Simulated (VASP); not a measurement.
Here is a VASP 6.6.1 calculation.

File INCAR:

```
PREC     = Accurate       # precision mode
ENCUT    = 600            # plane-wave cutoff, eV
EDIFF    = 1E-6           # SCF threshold, eV
ISMEAR   = 0              # smearing method
SIGMA    = 0.1            # smearing width, eV
LREAL    = False          # projectors in reciprocal space
LASPH    = True           # aspherical terms in the spheres
NELM     = 60             # most SCF steps
ALGO     = Normal         # electronic algorithm
ISIF     = 3              # what is computed and relaxed
LWAVE    = False          # write WAVECAR
LCHARG   = False          # write CHGCAR
GGA      = PE             # functional
IBRION   = 2              # ionic algorithm
NSW      = 100            # ionic steps
EDIFFG   = -0.01          # ionic threshold
```

File KPOINTS:

```
Automatic mesh
0
Gamma
  12 12 10
```

POSCAR

```
ZrH4
1.0
    3.2073092039      0.0000000000      0.0000000000
   -1.6036546020      2.7776112484      0.0000000000
    0.0000000000      0.0000000000      4.0985277398
Zr H
1 4
Direct
    0.0000000000      0.0000000000      0.5000000000
    0.3333333333      0.6666666667      0.7551789603
    0.3333333333      0.6666666667      0.2448210397
    0.6666666667      0.3333333333      0.2448210397
    0.6666666667      0.3333333333      0.7551789603
```

Potentials or basis: VASP PAW PBE potentials, release 64 (Zr_sv, H).

Launch:

```bash
$ cat potpaw_PBE.64/Zr_sv/POTCAR potpaw_PBE.64/H/POTCAR > POTCAR
$ mpirun -np 1 vasp_std > vasp.out
```

Problem. What does it give for the relaxed cell?

Solution. a = 3.204 Å, b = 3.204 Å, c = 4.246 Å, α = 90.00°, β = 90.00°, γ = 120.00°.

Problem. What does it give for the relaxed volume?

Solution. 7.55 Å³/atom.

Problem. What does it give for the band gap on the k mesh?

Solution. Zero (bands 8 and 9 overlap by 1.08 eV).

Forces in eV/Å, atoms in the order of the input:
```
Zr   0.000  0.000  0.000
H    0.000  0.000 -0.005
H    0.000  0.000  0.005
H    0.000  0.000  0.005
H    0.000  0.000 -0.005
```
